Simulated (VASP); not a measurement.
## TaF3: single point with PBE

TaF3:

```
CELL_PARAMETERS angstrom
4.12392 0.00000 0.00000
0.00000 4.12392 0.00000
0.00000 0.00000 4.12392
ATOMIC_POSITIONS crystal
Ta 0.00000 0.00000 0.00000
F 0.50000 0.00000 0.00000
F 0.00000 0.50000 0.00000
F 0.00000 0.00000 0.50000
```

| Property | Result |
| --- | --- |
| Program | VASP 6.6.1 |
| Task | single point |
| Functional | PBE |
| Potentials or basis | VASP PAW PBE potentials, release 64 (Ta_pv, F) |
| Cutoff | 520 eV |
| k mesh | 12 × 12 × 12 |
| Occupations | gaussian, width 0.1 eV |
| Spin | no spin polarisation |

The pressure is 0.0 GPa and the band gap on the k mesh is zero (bands 16 and 17 overlap by 2.20 eV).

Levels at points of the mesh, in eV from the Fermi level:
| k point | band 13 | band 14 | band 15 | band 16 | band 17 | band 18 | band 19 | band 20 |
| --- | --- | --- | --- | --- | --- | --- | --- | --- |
| (0.00, 0.00, 0.00) | -8.06 | -8.06 | -8.06 | -0.92 | -0.92 | -0.92 | -0.13 | 1.79 |
| (0.50, 0.00, 0.00) | -8.16 | -8.09 | -8.09 | -0.86 | 0.25 | 0.25 | 1.73 | 1.86 |
| (0.50, 0.50, 0.00) | -8.36 | -8.36 | -7.55 | 0.32 | 0.32 | 1.13 | 2.23 | 5.09 |
| (0.50, 0.50, 0.50) | -7.55 | -7.55 | -7.55 | 1.28 | 1.28 | 1.28 | 4.50 | 5.76 |

Run time: 60 s on 1 thread of AMD EPYC 9R45 96-Core Processor (Zen 5) (shared host), peak memory 0.23 GiB.

Caveat: spin-orbit coupling is left out, which moves the levels of the heavy elements.
